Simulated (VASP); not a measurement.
A run of VASP 6.6.1 is set up as follows.

INCAR

```
PREC = Accurate
ENCUT = 520
EDIFF = 1E-6
ISMEAR = -1
SIGMA = 0.05
LREAL = F
LASPH = T
NELM = 80
ALGO = Normal
ISIF = 2
LWAVE = F
LCHARG = F
GGA = RE
IVDW = 13
NBANDS = 21
```

KPOINTS

```
regular mesh
0
Gamma
  8 8 8
```

Contents of POSCAR:

```
Ge
1.0
    0.0000000000      2.8476450493      2.8476450493
    2.8476450493      0.0000000000      2.8476450493
    2.8476450493      2.8476450493      0.0000000000
Ge
2
Direct
    0.7500000000      0.7500000000      0.7500000000
    0.5000000000      0.5000000000      0.5000000000
```

Potentials or basis: VASP PAW PBE potentials, release 64 (Ge_d).

The run is started by

```sh
$ cat potpaw_PBE.64/Ge_d/POTCAR > POTCAR
$ mpirun -np 1 vasp_std > vasp.out
```

(1) Estimate the pressure.

(2) Predict the band gap on the k mesh.

(3) What does it give for the dispersion energy per atom?

Answers

(1) -0.6 GPa.

(2) zero (filled and empty bands touch).

(3) -0.529 eV.

Caveat: the PAW data sets were made with another functional, which shifts forces and pressure a little; pairwise dispersion overbinds metals, which lowers pressure and volume.

**Measured values to compare with.**

“Temperature-dependent photoluminescence in Ge: experiment and theory”, 2020, arxiv:2003.00143 reports, for a bulk crystal of Ge at 0 K: band gap 0.744 eV (indirect).

Measured gap of Ge: 0.744 eV (indirect; 0 K; “Temperature-dependent photoluminescence in Ge: experiment and theory”, 2020, arxiv:2003.00143). This calculation gives 0.00 eV (-0.74 eV). 3 values of this kind are on record (0.666 to 0.807 eV); this one was drawn at random among those near their median. Spin-orbit coupling on Ge is left out. The value is that of revPBE+D4 on a finite k mesh, which can miss the band edges, without temperature or zero-point motion. Semilocal functionals fall short of measured gaps as a rule.
